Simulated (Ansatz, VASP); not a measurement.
## LiF: VASP beside Ansatz

```
Li F
1.0
     2.88018    0.00000    0.00000
     0.00000    2.88018    0.00000
     0.00000    0.00000   16.19670
Li F
8 8
Direct
  0.49998 0.00000 0.93750
  0.50000 0.00002 0.18750
  0.00002 0.50000 0.81250
  0.00000 0.49998 0.06250
  0.50002 0.00000 0.43750
  0.50000 0.99998 0.68750
  0.99998 0.50000 0.31250
  0.00000 0.50002 0.56250
  0.00001 0.50000 0.93750
  0.00000 0.49999 0.18750
  0.49999 0.00000 0.81250
  0.50000 0.00001 0.06250
  0.99999 0.50000 0.43750
  0.00000 0.50001 0.68750
  0.50001 0.00000 0.31250
  0.50000 0.99999 0.56250
```

Alike in both runs: functional PBE; k mesh 4 × 4 × 2; occupations gaussian, width 0.1 eV; no spin polarisation.

Ansatz relaxed the structure, and its values are those at the end. VASP's run is a single point on that final structure, the one shown.

```csv
,VASP,Ansatz
version,VASP 6.6.1,Ansatz 0.2.0
potentials or method,"VASP PAW PBE potentials, release 64 (Li_sv, F), cutoff 520 eV","scalar-relativistic, plane waves, PAW"
valence electrons in the cell,80,80
```

```csv
,VASP,Ansatz,Ansatz less VASP
gap on the k mesh at the Fermi level (eV),8.84,8.84,+0.001
least direct gap on the mesh (eV),8.84,8.84,+0.001
```

The k mesh is coarse, so the values compare programs but aren't converged. Noted on VASP's run: the cutoff is under 1.25 times that of the potentials, so the pressure is a little rough.
